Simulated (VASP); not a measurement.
**As: relaxation of cell and atoms with PBEsol**

Crystal: As.

```xyz
1
Lattice="2.7037 0.0000 0.0000 0.0000 2.7037 0.0000 0.0000 0.0000 2.7037" Properties=species:S:1:pos:R:3 pbc="T T T"
As    1.3518    1.3518    1.3518
```

- Program: VASP 6.6.1
- Task: relaxation of cell and atoms
- Functional: PBEsol
- Potentials or basis: VASP PAW PBE potentials, release 64 (As)
- Cutoff: 500 eV
- k mesh: 9 × 9 × 9, shifted
- Occupations: fermi-dirac, width 0.2 eV
- Spin: no spin polarisation
- Dipole correction: no
- Further INCAR settings: ALGO = Normal; EDIFF = 1e-07; IBRION = 2; EDIFFG = -0.01; NSW = 80; ISIF = 3

```
Pressure after relaxing : 0.0 GPa
```

Final structure:
```xyz
1
Lattice="2.7037 0.0000 0.0000 0.0000 2.7037 0.0000 0.0000 0.0000 2.7037" Properties=species:S:1:pos:R:3 pbc="T T T"
As    1.3518    1.3518    1.3518
```

Levels at points of the mesh, in eV from the Fermi level:
```csv
k point,band 1,band 2,band 3,band 4,band 5,band 6
"(0.50, 0.50, 0.50)",-4.91,-1.80,-1.80,-1.80,5.90,5.90
```

Wall time 2.9 s on 1 thread of Intel(R) Xeon(R) Platinum 8488C (Sapphire Rapids) (shared host), peak memory 0.12 GiB.

Caveat: the relaxation stopped at its first step, so nothing moved; the PAW data sets were made with another functional, which shifts forces and pressure a little.
